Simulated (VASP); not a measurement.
# CdF2 (R-3m) in VASP: further runs

The runs below take CdF2 through single point, with PBEsol.

Everything below comes from runs of VASP 6.6.1. Logs are shortened: lines on timing, memory, paths and dates and some standing lists are left out, and cuts for length are marked.

### 1 The cell of the first run

The structure is trigonal, space group R-3m (No. 166). Conventional cell: a = 3.192 Å, b = 3.192 Å, c = 13.293 Å, α = 90.00°, β = 90.00°, γ = 120.00°. Cd (site symmetry -3m) has 6 F at 2.15 Å within 2.8 Å. F (site symmetry 3m) has 3 Cd at 2.15 Å and 6 F at 2.88 Å within 2.9 Å.

### 2 Single point, PBEsol

INCAR

```
PREC = Accurate
ENCUT = 700
EDIFF = 1E-6
ISMEAR = 0
SIGMA = 0.05
LREAL = F
LASPH = T
NELM = 120
ALGO = Normal
ISIF = 2
LWAVE = F
LCHARG = F
GGA = PS
NBANDS = 24
GGA_COMPAT = F
```

KPOINTS

```
regular mesh
0
Gamma
  8 8 8
```

POSCAR

```
CdF2
1.0
    1.0533872689      3.3106457022      3.3106457022
    3.3106457022      1.0533872689      3.3106457022
    3.3106457022      3.3106457022      1.0533872689
Cd F
1 2
Direct
    0.0000000000      0.0000000000      0.0000000000
    0.2500000000      0.2500000000      0.2500000000
    0.7500000000      0.7500000000      0.7500000000
```

Potentials or basis: VASP PAW PBE potentials, release 64 (Cd_sv_GW, F).

Started as:

```bash
$ cat potpaw_PBE.64/Cd_sv_GW/POTCAR potpaw_PBE.64/F/POTCAR > POTCAR
$ mpirun -np 1 vasp_std > vasp.out
```

OUTCAR:

```text
PREC = Accurate
   ENCUT = 700
   EDIFF = 1E-6
   ISMEAR = 0
   LREAL = F
   LASPH = T
   NELM = 120
   ISIF = 2
   GGA = PS

 ion  position               nearest neighbor table
   1  0.000  0.000  0.000-   3 2.15   3 2.15   3 2.15   2 2.15   2 2.15   2 2.15
   2  0.250  0.250  0.250-   1 2.15   1 2.15   1 2.15
   3  0.750  0.750  0.750-   1 2.15   1 2.15   1 2.15

  LATTYP: Found a trigonal (rhomboedric) cell.
 ALAT       =     4.7989972566
 COS(alpha) =     0.7787610620

  Lattice vectors:

 A1 = (   1.0533872689,   3.3106457022,   3.3106457022)
 A2 = (   3.3106457022,   1.0533872689,   3.3106457022)
 A3 = (   3.3106457022,   3.3106457022,   1.0533872689)

Analysis of symmetry for initial positions (statically):
=====================================================================
 Subroutine PRICEL returns:
 Original cell was already a primitive cell.

 Routine SETGRP: Setting up the symmetry group for a
 trigonal (rhombohedral) supercell.

 Subroutine GETGRP returns: Found 12 space group operations
 (whereof 12 operations were pure point group operations)
 out of a pool of 12 trial point group operations.

The static configuration has the point symmetry D_3d.

Analysis of symmetry for dynamics (positions and initial velocities):
=====================================================================
 Subroutine PRICEL returns:
 Original cell was already a primitive cell.

 Routine SETGRP: Setting up the symmetry group for a
 trigonal (rhombohedral) supercell.

 Subroutine GETGRP returns: Found 12 space group operations
 (whereof 12 operations were pure point group operations)
 out of a pool of 12 trial point group operations.

The dynamic configuration has the point symmetry D_3d.

 Subroutine INISYM returns: Found 12 space group operations
 (whereof 12 operations are pure point group operations),
 and found     1 'primitive' translations

----------------------------------------------------------------------------------------

                                     Primitive cell

  volume of cell :      39.1041

  direct lattice vectors                    reciprocal lattice vectors
     1.053387269  3.310645702  3.310645702    -0.251910655  0.191104635  0.191104635
     3.310645702  1.053387269  3.310645702     0.191104635 -0.251910655  0.191104635
     3.310645702  3.310645702  1.053387269     0.191104635  0.191104635 -0.251910655

  length of vectors
     4.798997257  4.798997257  4.798997257     0.369460338  0.369460338  0.369460338

  position of ions in fractional coordinates (direct lattice)
     0.000000000  0.000000000  0.000000000
     0.250000000  0.250000000  0.250000000
     0.750000000  0.750000000  0.750000000

  ion indices of the primitive-cell ions
   primitive index   ion index
                 1           1
                 2           2
                 3           3

----------------------------------------------------------------------------------------

 KPOINTS: regular mesh

Automatic generation of k-mesh.
 Grid dimensions read from file:
 generate k-points for:    8    8    8

 Generating k-lattice:

  Cartesian coordinates                     Fractional coordinates (reciprocal lattice)
    -0.031488832  0.023888079  0.023888079     0.125000000 -0.000000000 -0.000000000
     0.023888079 -0.031488832  0.023888079    -0.000000000  0.125000000 -0.000000000
     0.023888079  0.023888079 -0.031488832     0.000000000  0.000000000  0.125000000

  Length of vectors
     0.046182542  0.046182542  0.046182542

  Shift w.r.t. Gamma in fractional coordinates (k-lattice)
     0.000000000  0.000000000  0.000000000

 Subroutine IBZKPT returns following result:
 ===========================================

 Found     65 irreducible k-points:

 Following reciprocal coordinates:
            Coordinates               Weight
  0.000000  0.000000  0.000000      1.000000
  0.125000  0.000000  0.000000      6.000000
  0.250000  0.000000  0.000000      6.000000
  0.375000 -0.000000 -0.000000      6.000000
  0.500000  0.000000  0.000000      3.000000
  0.125000  0.125000 -0.000000      6.000000
[... 16 lines left out ...]
  0.250000  0.125000  0.125000      6.000000
  0.375000  0.125000  0.125000      6.000000
 [... further k-points ...]
   k-points           NKPTS =     65   k-points in BZ     NKDIM =     65   number of bands    NBANDS=     24
   number of dos      NEDOS =    301   number of ions     NIONS =      3
   total plane-waves  NPLWV =  74088
   dimension x,y,z NGX =    42 NGY =   42 NGZ =   42
   dimension x,y,z NGXF=    84 NGYF=   84 NGZF=   84
   ions per type =               1   2
   NGX,Y,Z   is equivalent  to a cutoff of  14.55, 14.55, 14.55 a.u.
   NGXF,Y,Z  is equivalent  to a cutoff of  29.10, 29.10, 29.10 a.u.
 SYSTEM =  unknown system
   PREC   = accura    normal or accurate (medium, high low for compatibility)
   ISTART =      0    job   : 0-new  1-cont  2-samecut
   ICHARG =      2    charge: 1-file 2-atom 10-const
   ISPIN  =      1    spin polarized calculation?
   LNONCOLLINEAR =      F non collinear calculations
   LSORBIT =      F    spin-orbit coupling
   LASPH  =      T    aspherical Exc in radial PAW
   ENCUT  =  700.0 eV  51.45 Ry    7.17 a.u.  10.35 10.35 10.35*2*pi/ulx,y,z
   NELM   =    120;   NELMIN=  2; NELMDL= -5     # of ELM steps
   EDIFF  = 0.1E-05   stopping-criterion for ELM
   LREAL  =      F    real-space projection
   EDIFFG = 0.1E-04   stopping-criterion for IOM
   NSW    =      0    number of steps for IOM
   IBRION =     -1    ionic relax: 0-MD 1-quasi-New 2-CG
   NFREE  =      0    steps in history (QN), initial steepest desc. (CG)
   ISIF   =      2    stress and relaxation
   ISYM   =      2    0-nonsym 1-usesym 2-fastsym
   POTIM  = 0.5000    time-step for ionic-motion
   TEBEG  =    0.0;   TEEND  =   0.0 temperature during run
   PSTRESS=    0.0 pullay stress
   NELECT =      34.0000    total number of electrons
   NUPDOWN=      -1.0000    fix difference up-down
   EMIN   =  10.00;   EMAX   =-10.00  energy-range for DOS
   EFERMI =   0.00;   METHOD = LEGACY
   ISMEAR =     0;   SIGMA  =   0.05  broadening in eV -4-tet -1-fermi 0-gaus
   EFERMI_NEDOS =   21; number of points for ismear=-14 and -15
   IALGO  =     38    algorithm
   IMIX   =      4    mixing-type and parameters
     AMIX     =   0.40;   BMIX     =  1.00
     AMIX_MAG =   1.60;   BMIX_MAG =  1.00
  volume/ion in A,a.u.               =      13.03        87.96
  Fermi-wavevector in a.u.,A,eV,Ry     =   1.562525  2.952743 33.218397  2.441483
  Thomas-Fermi vector in A             =   2.665430
   LORBIT       =      0    0 simple, 1 ext, 2 COOP (PROOUT), +10 PAW based schemes
   GGA     = PS    functional components
   LHFCALC =     F    Hartree Fock is set to
   AEXX    =    0.0000 exact exchange contribution
   IVDW    =     0    specifies the selected vdW correction
   LEPSILON=     F    determine dielectric tensor
   LRPA    =     F    only Hartree local field effects (RPA)
 non-spin polarized calculation
 Gauss-broadening in eV      SIGMA  =   0.05
  energy-cutoff  :      700.00
  volume of cell :       39.10
 maximum number of plane-waves:      1664
 NGX is ok and might be reduce to    42

 number of electron      33.9999998 magnetization

 Free energy of the ion-electron system (eV)
  ---------------------------------------------------
  ext. energy  EPLUGINS =         0.00000000
  ---------------------------------------------------
  free energy    TOTEN  =       -11.03697386 eV

  energy without entropy =      -11.03697386  energy(sigma->0) =      -11.03697386

 E-fermi :   0.8936     XC(G=0): -10.6992

 val. band max:        0.6061090173   @ k =   0.5000   0.5000   0.5000
 cond. band min:       3.8991461189   @ k =   0.0000   0.0000   0.0000
 fundamental gap:      3.2930371016
 Fermi energy:         0.8935769854

 k-point     1 :       0.0000    0.0000    0.0000
  band No.  band energies     occupation
      1     -97.8387      2.00000
      2     -58.9870      2.00000
      3     -58.9870      2.00000
      4     -58.9657      2.00000
      5     -20.7124      2.00000
      6     -19.9580      2.00000
[... 16 lines left out ...]
     23      21.3836      0.00000
     24      22.4040      0.00000

 k-point     2 :       0.1250    0.0000    0.0000
  band No.  band energies     occupation
      1     -97.8384      2.00000
      2     -58.9907      2.00000
      3     -58.9879      2.00000
      4     -58.9652      2.00000
      5     -20.6490      2.00000
      6     -19.9815      2.00000
[... 16 lines left out ...]
     23      19.5752      0.00000
     24      22.1039      0.00000

 k-point     3 :       0.2500    0.0000    0.0000
  band No.  band energies     occupation
      1     -97.8379      2.00000
      2     -58.9996      2.00000
      3     -58.9902      2.00000
      4     -58.9640      2.00000
      5     -20.4922      2.00000
      6     -20.0382      2.00000
[... 16 lines left out ...]
     23      17.8072      0.00000
     24      21.2652      0.00000

 k-point     4 :       0.3750   -0.0000   -0.0000
  band No.  band energies     occupation
      1     -97.8374      2.00000
      2     -59.0085      2.00000
      3     -58.9924      2.00000
      4     -58.9629      2.00000
      5     -20.3273      2.00000
      6     -20.0977      2.00000
[... 16 lines left out ...]
     23      17.0433      0.00000
     24      19.1952      0.00000

 k-point     5 :       0.5000    0.0000    0.0000
  band No.  band energies     occupation
      1     -97.8372      2.00000
      2     -59.0122      2.00000
      3     -58.9934      2.00000
      4     -58.9624      2.00000
      5     -20.2516      2.00000
      6     -20.1280      2.00000
[... 16 lines left out ...]
     23      16.8611      0.00000
     24      18.2839      0.00000

 k-point     6 :       0.1250    0.1250   -0.0000
  band No.  band energies     occupation
      1     -97.8384      2.00000
      2     -58.9907      2.00000
      3     -58.9879      2.00000
      4     -58.9652      2.00000
      5     -20.6418      2.00000
      6     -19.9894      2.00000
[... 16 lines left out ...]
     23      19.2985      0.00000
     24      22.2822      0.00000
[... 379 lines left out ...]
 k-point    21 :       0.5000    0.5000   -0.0000
  band No.  band energies     occupation
      1     -97.8372      2.00000
      2     -59.0122      2.00000
      3     -58.9934      2.00000
      4     -58.9624      2.00000
      5     -20.1940      2.00000
      6     -20.1815      2.00000
[... 16 lines left out ...]
     23      17.2329      0.00000
     24      21.9653      0.00000

 k-point    22 :       0.1250    0.1250    0.1250
  band No.  band energies     occupation
      1     -97.8386      2.00000
      2     -58.9870      2.00000
      3     -58.9870      2.00000
      4     -58.9657      2.00000
      5     -20.6904      2.00000
      6     -19.9829      2.00000
[... 16 lines left out ...]
     23      21.0968      0.00000
     24      22.4093      0.00000

 k-point    23 :       0.2500    0.1250    0.1250
  band No.  band energies     occupation
      1     -97.8385      2.00000
      2     -58.9907      2.00000
      3     -58.9879      2.00000
      4     -58.9652      2.00000
      5     -20.6159      2.00000
      6     -20.0179      2.00000
[... 16 lines left out ...]
     23      19.5092      0.00000
     24      22.0425      0.00000

 k-point    24 :       0.3750    0.1250    0.1250
  band No.  band energies     occupation
      1     -97.8379      2.00000
      2     -58.9996      2.00000
      3     -58.9902      2.00000
      4     -58.9641      2.00000
      5     -20.4590      2.00000
      6     -20.0724      2.00000
[... 16 lines left out ...]
     23      17.8942      0.00000
     24      20.5638      0.00000

 [... further k-points ...]

------------------------ aborting loop because EDIFF is reached ----------------------------------------

  FORCE on cell =-STRESS in cart. coord.  units (eV):
  Direction    XX          YY          ZZ          XY          YZ          ZX
  --------------------------------------------------------------------------------------
  -------------------------------------------------------------------------------------
  Total        4.2819220      4.2819220      4.2819220     -1.2435461     -1.2435461     -1.2435461
  in kB      175.4391718    175.4391718    175.4391718    -50.9506469    -50.9506469    -50.9506469
  external PRESSURE =     175.4391718 kB  Pullay stress =       0.0000000 kB

 VOLUME and BASIS-vectors are now :
 -----------------------------------------------------------------------------
  energy-cutoff  :      700.00
  volume of cell :       39.10
      direct lattice vectors                 reciprocal lattice vectors
     1.053387269  3.310645702  3.310645702    -0.251910655  0.191104635  0.191104635
     3.310645702  1.053387269  3.310645702     0.191104635 -0.251910655  0.191104635
     3.310645702  3.310645702  1.053387269     0.191104635  0.191104635 -0.251910655

 POSITION                                       TOTAL-FORCE (eV/Angst)
 -----------------------------------------------------------------------------------
      0.00000      0.00000      0.00000         0.000000      0.000000      0.000000
      1.91867      1.91867      1.91867        -0.430364     -0.430364     -0.430364
      5.75601      5.75601      5.75601         0.430364      0.430364      0.430364
 -----------------------------------------------------------------------------------
    total drift:                               -0.000000     -0.000000      0.000000

  FREE ENERGIE OF THE ION-ELECTRON SYSTEM (eV)
  ---------------------------------------------------
  free  energy   TOTEN  =       -11.0369738647 eV

  energy  without entropy=      -11.0369738647  energy(sigma->0) =      -11.03697386
```

Run time: 3.5 min. Hardware: 1 thread of Intel Xeon Platinum 8488C (Sapphire Rapids), shared host; peak memory 0.33 GiB.

Results:

| Property | Result |
| --- | --- |
| Free energy | -11.0370 eV |
| Pressure | 17.5 GPa |
| Largest force | 0.745 eV/Å |
| Band gap on the k mesh | 3.29 eV (least direct gap 3.39 eV) |

Forces on the atoms (eV/Å):
```
Cd   0.000  0.000  0.000
F   -0.430 -0.430 -0.430
F    0.430  0.430  0.430
```

Caveat: the cell stands under pressure; the PAW data sets were made with another functional, which shifts forces and pressure a little. A k mesh can miss the band edges.

### 3 Single point, PBEsol

This run uses another cell than the first one, of the same volume but with other edges.

INCAR

```
PREC     = Accurate       # precision mode
ENCUT    = 700            # plane-wave cutoff, eV
EDIFF    = 1E-6           # SCF threshold, eV
ISMEAR   = 0              # smearing method
SIGMA    = 0.05           # smearing width, eV
LREAL    = F              # projectors in reciprocal space
LASPH    = T              # aspherical terms in the spheres
NELM     = 120            # most SCF steps
ALGO     = Normal         # electronic algorithm
ISIF     = 2              # what is computed and relaxed
LWAVE    = F              # write WAVECAR
LCHARG   = F              # write CHGCAR
GGA      = PS             # functional
NBANDS   = 24             # bands
GGA_COMPAT= F
```

KPOINTS

```
Automatic mesh
0
Gamma
  8 8 8
```

POSCAR

```
CdF2
1.0
    1.4254861447      3.5637153617      3.5637153617
    3.5637153617      1.4254861447      3.5637153617
    3.5637153617      3.5637153617      1.4254861447
Cd F
1 2
Direct
    0.0000000000      0.0000000000      0.0000000000
    0.2500000000      0.2500000000      0.2500000000
    0.7500000000      0.7500000000      0.7500000000
```

Potentials or basis: VASP PAW PBE potentials, release 64 (Cd_sv_GW, F).

Started as:

```bash
$ cat potpaw_PBE.64/Cd_sv_GW/POTCAR potpaw_PBE.64/F/POTCAR > POTCAR
$ mpirun -np 1 vasp_std > vasp.out
```

It took 3.1 min on 1 thread of AMD EPYC 7R13 (Zen 3), shared host; peak memory 0.37 GiB.

It converged, with:

```
Free energy            : -10.5770 eV
Pressure               : 22.2 GPa
Largest force          : 0.880 eV/Å
Band gap on the k mesh : 3.33 eV (least direct gap 3.39 eV)
```

Forces on the atoms (eV/Å):
```
Cd   0.000  0.000  0.000
F   -0.508 -0.508 -0.508
F    0.508  0.508  0.508
```

Stress tensor (GPa, compression positive):
```
22.25 -6.50 -6.50
-6.50 22.25 -6.50
-6.50 -6.50 22.25
```

Levels at points of the mesh, in eV from the valence-band top:
| k point | band 15 | band 16 | band 17 | band 18 | band 19 | band 20 |
| --- | --- | --- | --- | --- | --- | --- |
| (0.00, 0.00, 0.00) | -1.48 | -0.06 | -0.06 | 3.33 | 9.21 | 13.04 |
| (0.50, 0.00, 0.00) | -2.16 | -0.41 | -0.12 | 8.62 | 8.92 | 13.96 |
| (0.50, 0.50, 0.00) | -2.20 | -0.05 | 0.00 | 8.23 | 8.91 | 13.52 |
| (0.50, 0.50, 0.50) | -1.66 | 0.00 | 0.00 | 4.50 | 7.90 | 15.15 |

Caveat: the cell stands under pressure; the PAW data sets were made with another functional, which shifts forces and pressure a little.
